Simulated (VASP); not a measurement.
# Hf: single point with PBE

The system is Hf, a sheet with vacuum.

```
CELL_PARAMETERS angstrom
2.99414 0.00000 0.00000
-1.49707 2.59300 0.00000
0.00000 0.00000 14.00000
ATOMIC_POSITIONS crystal
Hf 0.00000 0.00000 0.50000
```

| Property | Result |
| --- | --- |
| Program | VASP 6.6.1 |
| Task | single point |
| Functional | PBE |
| Potentials or basis | VASP PAW PBE potentials, release 64 (Hf_pv) |
| Cutoff | 400 eV |
| k mesh | 6 × 6 × 1 |
| Occupations | gaussian, width 0.1 eV |
| Spin | no spin polarisation |
| Dipole correction | yes |
| Further INCAR settings | ALGO = Normal; EDIFF = 1e-06; NBANDS = 11; NELMDL = -8 |

```json
{"Band gap on the k mesh": "zero (band 5 reaches -2.13 eV, above the bottom of band 6 at -2.47 eV)"}
```

Levels at points of the mesh, in eV from the Fermi level:
| k point | band 3 | band 4 | band 5 | band 6 | band 7 | band 8 |
| --- | --- | --- | --- | --- | --- | --- |
| (0.00, 0.00, 0.00) | -30.30 | -5.57 | -0.31 | 0.16 | 1.63 | 1.63 |
| (0.50, 0.00, 0.00) | -30.53 | -2.75 | -1.02 | 2.07 | 2.26 | 3.63 |

Wall time 7.4 s on 1 thread of Intel(R) Xeon(R) 6975P-C (Granite Rapids), on a shared host, peak memory 0.17 GiB.

Caveat: the k points lie up to 0.40 Å⁻¹ apart; spin-orbit coupling is left out, which moves the levels of the heavy elements.
